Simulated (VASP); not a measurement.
Here is a VASP 6.6.1 calculation.

The input INCAR:

```
SYSTEM = W9C8
ALGO     = Normal         ! electronic algorithm
EDIFF    = 1E-6           ! SCF threshold, eV
ENCUT    = 520            ! plane-wave cutoff, eV
GGA      = PS             ! functional
ISIF     = 2              ! what is computed and relaxed
ISMEAR   = 0              ! smearing method
LASPH    = .TRUE.         ! aspherical terms in the spheres
LCHARG   = .FALSE.        ! write CHGCAR
LREAL    = Auto         
LWAVE    = .FALSE.        ! write WAVECAR
NBANDS   = 93             ! bands
NELM     = 80             ! most SCF steps
PREC     = Accurate       ! precision mode
SIGMA    = 0.15           ! smearing width, eV
```

Contents of KPOINTS:

```
k-points
0
G
  4 4 1
  0 0 0
```

Contents of POSCAR:

```
W9C8
1.0
    5.7996800000      0.0000000000      0.0000000000
   -2.8998400000      5.0226700000      0.0000000000
    0.0000000000      0.0000000000     15.2562950000
W C
9 8
Direct
    0.0000000000      0.0000000000      0.0655467137
   -0.0051977849      0.0009729885      0.2537445035
    0.0000000000      0.5000000000      0.0655467137
   -0.0054903270      0.4890010692      0.2438793954
    0.5000000000      0.0000000000      0.0655467137
    0.5061928650      0.0009771695      0.2537463388
    0.5000000000      0.5000000000      0.0655467137
    0.4946998571      0.4893807477      0.2501286190
    1.1241231857      0.7482291291      0.3987963002
    0.3315376404      0.1630718323      0.1541494839
    0.3168573167      0.1336998051      0.3390409008
    0.3361795251      0.6666314928      0.1517593885
    0.3251668167      0.6405013668      0.3326760527
    0.8322177867      0.1644235038      0.1514229372
    0.8421726728      0.1843374142      0.3322848700
    0.8304684689      0.6666358730      0.1517627314
    0.8153544497      0.6404959912      0.3326763805
```

Potentials or basis: VASP PAW PBE potentials, release 64 (W_sv, C).

Command:

```console
$ cat potpaw_PBE.64/W_sv/POTCAR potpaw_PBE.64/C/POTCAR > POTCAR
$ mpirun -np 1 vasp_std > vasp.out
```

Problem. Predict the largest force.

Solution. 4.086 eV/Å.

Problem. What does it give for the band gap on the k mesh?

Solution. Zero (bands 79 and 80 overlap by 0.56 eV).

Forces on the atoms (eV/Å):
```
W    0.106 -0.155  0.380
W   -0.197 -0.240 -0.280
W    0.000  0.060 -0.837
W    0.000 -0.447  0.269
W   -0.105 -0.155  0.380
W    0.196 -0.240 -0.281
W    0.000 -0.200  0.224
W    0.000 -0.293  0.163
W    0.000  4.033 -0.657
C    0.000 -0.033 -0.023
C    0.000 -0.870  0.905
C    0.024 -0.069  0.113
C    0.111 -0.071  0.175
C   -0.001 -0.051 -0.125
C    0.000 -1.127 -0.694
C   -0.024 -0.070  0.112
C   -0.112 -0.071  0.174
```

Caveat: there is no dipole correction, which matters where the two faces differ; the PAW data sets were made with another functional, which shifts forces and pressure a little; spin-orbit coupling is left out, which moves the levels of the heavy elements.
